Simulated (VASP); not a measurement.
**W16C15 (a cell with a defect): single point with PBE**

System: W16C15 (a cell with a defect).

```
CELL_PARAMETERS angstrom
-2.92207 5.06118 5.69265
5.84415 0.00000 5.69265
2.92207 5.06118 0.00000
ATOMIC_POSITIONS crystal
W 0.00429 0.99829 0.99790
W 0.25353 0.24770 0.24856
W 0.00220 0.99639 0.49991
W 0.25162 0.24562 0.75056
W 0.00484 0.49953 0.99411
W 0.25407 0.74800 0.24666
W 0.00482 0.49955 0.49992
W 0.25408 0.74804 0.74957
W 0.50191 0.99585 0.99877
W 0.75035 0.24509 0.24852
W 0.50186 0.99582 0.50175
W 0.75034 0.24510 0.75436
W 0.50314 0.49730 0.99894
W 0.75716 0.74663 0.24729
W 0.50331 0.49276 0.50114
W 0.75261 0.74676 0.74949
C 0.03509 0.21479 0.13004
C 0.28893 0.46330 0.37515
C 0.03508 0.21482 0.61860
C 0.28895 0.46334 0.87100
C 0.03821 0.70952 0.12535
C 0.28755 0.96235 0.37412
C 0.04067 0.71158 0.62313
C 0.28625 0.96361 0.87422
C 0.53832 0.20924 0.12533
C 0.54036 0.21170 0.62303
C 0.78941 0.46048 0.87428
C 0.54196 0.70792 0.13254
C 0.78653 0.96092 0.37340
C 0.54200 0.70789 0.61580
C 0.78658 0.96094 0.87751
```

```json
{"Program": "VASP 6.6.1", "Task": "single point", "Functional": "PBE", "Potentials or basis": "VASP PAW PBE potentials, release 64 (W_sv, C)", "Cutoff": "520 eV", "k mesh": "1 × 1 × 1", "Occupations": "methfessel-paxton, width 0.1 eV", "Spin": "no spin polarisation"}
```

| Quantity | Value |
| --- | --- |
| Pressure | -1.1 GPa |
| Largest force | 0.040 eV/Å |
| Band gap on the k mesh | 0.60 eV |

Forces on the atoms (eV/Å):
```
W    0.006 -0.004 -0.003
W    0.025 -0.013 -0.003
W    0.023 -0.014 -0.002
W    0.004 -0.002 -0.001
W    0.010  0.016 -0.012
W   -0.010  0.012 -0.001
W   -0.014 -0.013 -0.014
W   -0.017  0.004 -0.004
W   -0.009  0.011 -0.005
W    0.001  0.021  0.010
W   -0.017  0.005  0.003
W   -0.018 -0.014  0.013
W    0.014 -0.009 -0.021
W    0.010 -0.009 -0.038
W    0.013 -0.009  0.028
W    0.015 -0.010  0.017
C   -0.012 -0.027 -0.002
C   -0.006 -0.029  0.001
C    0.015  0.013  0.001
C    0.025  0.017  0.002
C   -0.027  0.018  0.016
C   -0.015  0.015  0.002
C   -0.011 -0.001  0.001
C   -0.019  0.014  0.006
C   -0.005  0.011  0.000
C   -0.028  0.018 -0.015
C   -0.011  0.007  0.001
C    0.021 -0.007  0.003
C    0.021  0.017  0.009
C    0.019 -0.012  0.003
C   -0.003 -0.029  0.002
```

Stress tensor (GPa, compression positive):
```
  2.63 -10.51   0.00
-10.51  -9.51   0.00
  0.00   0.00   3.69
```

Levels at points of the mesh, in eV from the valence-band top:
```csv
k point,band 138,band 139,band 140,band 141,band 142,band 143,band 144,band 145,band 146,band 147
"(0.00, 0.00, 0.00)",-0.92,-0.84,-0.29,-0.07,0.00,0.60,0.78,0.87,0.89,0.90
```

Run time: 5.3 min on 1 thread of AMD EPYC 7R43 64-Core Processor (Zen 3), with other jobs on the host, peak memory 0.38 GiB.

Caveat: the k points lie up to 1.21 Å⁻¹ apart; spin-orbit coupling is left out, which moves the levels of the heavy elements.
